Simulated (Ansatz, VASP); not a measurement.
**Two plane-wave programs on AlNi**

POSCAR

```
AlNi
1.0
    1.9386940000     -1.9531901500      0.0000000000
    1.9386940000      1.9531901500      0.0000000000
    0.0000000000      0.0000000000      3.0994300413
Al Ni
1 1
Direct
    0.0000000000      0.0000000000      0.0000000000
    0.5000000000      0.5000000000      0.5000000000
```

Contents of INCAR.step1:

```
ALGO     = Normal         # electronic algorithm
EDIFF    = 1E-4           # SCF threshold, eV
ENCUT    = 520            # plane-wave cutoff, eV
GGA      = PE             # functional
ISMEAR   = 1              # smearing method
LASPH    = T              # aspherical terms in the spheres
LCHARG   = F              # write CHGCAR
LREAL    = F              # projectors in reciprocal space
LWAVE    = T              # write WAVECAR
NBANDS   = 14             # bands
NELM     = 60             # most SCF steps
PREC     = Accurate       # precision mode
SIGMA    = 0.3            # smearing width, eV
```

File INCAR.step2:

```
ALGO     = Normal         # electronic algorithm
EDIFF    = 1E-6           # SCF threshold, eV
ENCUT    = 520            # plane-wave cutoff, eV
ISIF     = 2              # what is computed and relaxed
ISMEAR   = 1              # smearing method
ISTART   = 1            
LASPH    = T              # aspherical terms in the spheres
LCHARG   = T              # write CHGCAR
LELF     = T              # ELF
LMIXTAU  = T            
LREAL    = F              # projectors in reciprocal space
LVHAR    = T            
LWAVE    = F              # write WAVECAR
METAGGA  = R2SCAN         # meta-GGA
NBANDS   = 14             # bands
NELM     = 60             # most SCF steps
PREC     = Accurate       # precision mode
SIGMA    = 0.3            # smearing width, eV
```

KPOINTS

```
k-points
0
Gamma
  16 16 14
```

Input for Ansatz:

```yaml
crystal:
  lattice:
    - [1.938694, -1.95319015, 0.0]
    - [1.938694, 1.95319015, 0.0]
    - [0.0, 0.0, 3.0994300413]
  atoms:
    - { symbol: Al, position: [0.0, 0.0, 0.0] }
    - { symbol: Ni, position: [0.5, 0.5, 0.5] }
basis:
  ecutwfc: 500
kpoints:
  mp_grid: { grid: [16, 16, 14] }
hamiltonian:
  xc: r2scan
scf:
  occupations: { method: methfessel_paxton, width: 0.3 }
output:
  forces: true
  stress: true
  eigenvalues: true
```

Alike in both runs: task single point; functional r2SCAN; k mesh 16 × 16 × 14; occupations methfessel-paxton of order 1, width 0.3 eV; no spin polarisation.

```csv
,VASP,Ansatz
version,VASP 6.6.1,Ansatz 0.2.0
potentials or method,"VASP PAW PBE potentials, release 64 (Al, Ni), cutoff 520 eV","scalar-relativistic, plane waves, PAW"
valence electrons in the cell,13,21
```

|  | VASP | Ansatz | Ansatz less VASP |
| --- | --- | --- | --- |
| gap on the k mesh at the Fermi level (eV) | none | none | - |
| pressure (GPa) | 0.4 | 0.6 | +0.20 |
| traceless stress, the component that is largest in VASP (GPa) | -4.83 | -4.67 | +0.156 |

VASP's potentials were made for PBE, not for r2SCAN. A gap of «none» marks a metal or a gap that the smearing closes. With one functional, cell and mesh, what is left measures potentials, basis and numerics. VASP's potentials hold 13 valence electrons a cell and Ansatz's 21, so a difference there can come from the potentials and not from the codes.
